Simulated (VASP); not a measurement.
A run of VASP 6.6.1 is set up as follows.

The input INCAR:

```
PREC = Accurate
ENCUT = 600
EDIFF = 1E-6
ISMEAR = 0
SIGMA = 0.02
LREAL = F
LASPH = T
NELM = 120
ALGO = Normal
ISIF = 2
LWAVE = F
LCHARG = F
NBANDS = 15
GGA_COMPAT = F
```

KPOINTS

```
regular mesh
0
Gamma
  8 8 8
```

POSCAR

```
CaO
1.0
    0.0000000000      2.3537266193      2.3537266193
    2.3537266193      0.0000000000      2.3537266193
    2.3537266193      2.3537266193      0.0000000000
Ca O
1 1
Direct
    0.0000000000      0.0000000000      0.0000000000
    0.5000000000      0.5000000000      0.5000000000
```

Potentials or basis: VASP PAW LDA potentials, release 64 (Ca_sv, O).

Run with:

```sh
$ cat potpaw_LDA.64/Ca_sv/POTCAR potpaw_LDA.64/O/POTCAR > POTCAR
$ mpirun -np 1 vasp_std > vasp.out
```

**Question.** Predict the band gap on the k mesh.

**Answer.** 3.42 eV, indirect (least direct gap 3.78 eV).

**Question.** Predict the pressure.

**Answer.** 0.9 GPa.

A k mesh can miss the band edges.
